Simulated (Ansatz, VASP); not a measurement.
## TiAl3: VASP beside Ansatz

INCAR

```
SYSTEM = TiAl3
ALGO = Fast
EDIFF = 1E-7
ENCUT = 520
GGA = PS
ISIF = 2
ISMEAR = 0
LASPH = .TRUE.
LCHARG = .TRUE.
LELF = .TRUE.
LREAL = .FALSE.
LVHAR = .TRUE.
LWAVE = .FALSE.
NBANDS = 18
NELM = 60
PREC = Accurate
SIGMA = 0.05
```

KPOINTS

```
k-points
0
G
  14 10 10
  0 0 0
```

POSCAR

```
TiAl3
1.0
    2.8396770000      0.0000000000      0.0000000000
    0.0000000000      4.6812640000      0.0000000000
    0.0000000000      0.0000000000      4.9007420000
Ti Al
1 3
Direct
    0.0000000000      0.5000000000      0.1659160000
    0.5000000000      0.5000000000      0.6672710000
    0.5000000000      0.0000000000      0.3309120000
    0.0000000000      0.0000000000      0.8359000000
```

Input for Ansatz:

```yaml
crystal:
  lattice:
    - [2.839677, 0.0, 0.0]
    - [0.0, 4.681264, 0.0]
    - [0.0, 0.0, 4.900742]
  atoms:
    - { symbol: Ti, position: [0.0, 0.5, 0.165916] }
    - { symbol: Al, position: [0.5, 0.5, 0.667271] }
    - { symbol: Al, position: [0.5, 0.0, 0.330912] }
    - { symbol: Al, position: [0.0, 0.0, 0.8359] }
basis:
  ecutwfc: 420
kpoints:
  mp_grid: { grid: [14, 10, 10] }
hamiltonian:
  xc: pbesol
scf:
  occupations: { method: gaussian, width: 0.05 }
output:
  forces: true
  stress: true
  eigenvalues: true
```

Alike in both runs: task single point; functional PBEsol; k mesh 14 × 10 × 10; occupations gaussian, width 0.05 eV; no spin polarisation.

|  | VASP | Ansatz |
| --- | --- | --- |
| version | VASP 6.6.1 | Ansatz 0.2.0 |
| potentials or method | VASP PAW PBE potentials, release 64 (Ti_sv, Al), cutoff 520 eV | scalar-relativistic, plane waves, PAW |
| valence electrons in the cell | 21 | 21 |

|  | VASP | Ansatz | Ansatz less VASP |
| --- | --- | --- | --- |
| gap on the k mesh at the Fermi level (eV) | none | none | - |
| pressure (GPa) | -2.4 | -2.5 | -0.06 |
| traceless stress, the component that is largest in VASP (GPa) | -1.43 | -1.42 | +0.009 |
| rms of the force components (eV/Å) | 0.020 | 0.020 | +0.0004 |

VASP's potentials were made for PBE, not for PBEsol. Atom by atom the forces differ by 0.001 eV/Å (rms over components). A gap of «none» marks a metal or a gap that the smearing closes. With one functional, cell and mesh, what is left measures potentials, basis and numerics.
